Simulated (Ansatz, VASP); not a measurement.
Two plane-wave programs on Te

POSCAR

```
Te
1.0
    4.5126119846      0.0000000000      0.0000000000
   -2.2563059923      3.9080366161      0.0000000000
    0.0000000000      0.0000000000      6.0019563082
Te
3
Direct
    0.7310000000      0.7310000000      0.0000000000
    0.0000000000      0.2690000000      0.6666666667
    0.2690000000      0.0000000000      0.3333333333
```

File INCAR.step1:

```
  ALGO = Normal
  EDIFF = 1E-4
  ENCUT = 520
  GGA = PE
  ISMEAR = -1
  LASPH = T
  LCHARG = F
  LREAL = F
  LWAVE = T
  NBANDS = 16
  NELM = 100
  PREC = Accurate
  SIGMA = 0.05
```

INCAR.step2

```
  ALGO = Normal
  EDIFF = 1E-6
  ENCUT = 520
  ISIF = 2
  ISMEAR = -1
  ISTART = 1
  LASPH = T
  LCHARG = F
  LMIXTAU = T
  LREAL = F
  LWAVE = F
  METAGGA = R2SCAN
  NBANDS = 16
  NELM = 100
  PREC = Accurate
  SIGMA = 0.05
```

File KPOINTS:

```
k-points
0
Gamma
  7 7 5
```

The input input.yaml:

```yaml
crystal:
  lattice:
    - [4.5126119846, 0.0, 0.0]
    - [-2.2563059923, 3.9080366161, 0.0]
    - [0.0, 0.0, 6.0019563082]
  atoms:
    - { symbol: Te, position: [0.731, 0.731, 0.0] }
    - { symbol: Te, position: [0.0, 0.269, 0.6666666667] }
    - { symbol: Te, position: [0.269, 0.0, 0.3333333333] }
hamiltonian:
  xc: r2scan
  pseudopotentials: { kind: paw }
kpoints:
  mp_grid: { grid: [7, 7, 5] }
scf:
  occupations: { method: fermi_dirac, width: 0.05 }
output:
  forces: true
  stress: true
  eigenvalues: true
```

Alike in both runs: task single point; functional r2SCAN; k mesh 7 × 7 × 5; occupations fermi-dirac, width 0.05 eV; no spin polarisation.

|  | VASP | Ansatz |
| --- | --- | --- |
| version | VASP 6.6.1 | Ansatz 0.2.0 |
| potentials or method | VASP PAW PBE potentials, release 64 (Te) | Ansatz PAW |
| plane-wave cutoff (eV) | 520 | 500 |
| valence electrons in the cell | 18 | 48 |

|  | VASP | Ansatz | Ansatz less VASP |
| --- | --- | --- | --- |
| gap on the k mesh at the Fermi level (eV) | 0.78 | 0.79 | +0.007 |
| least direct gap on the mesh (eV) | 0.90 | 0.92 | +0.017 |
| pressure (GPa) | -1.0 | -1.0 | -0.01 |
| traceless stress, the component that is largest in VASP (GPa) | -0.49 | -0.51 | -0.023 |
| rms of the force components (eV/Å) | 0.152 | 0.165 | +0.0129 |

VASP's potentials were made for PBE, not for r2SCAN. Atom by atom the forces differ by 0.013 eV/Å (rms over components). The functional is the same, so the differences come from potentials, cutoffs and numerics. VASP's potentials hold 18 valence electrons a cell and Ansatz's 48, so a difference there can come from the potentials and not from the codes.

Neither program's run includes spin-orbit coupling. Noted on Ansatz's run: odd divisions of the mesh miss points on the zone boundary, where band edges often lie, so the gap on the mesh can be too wide.
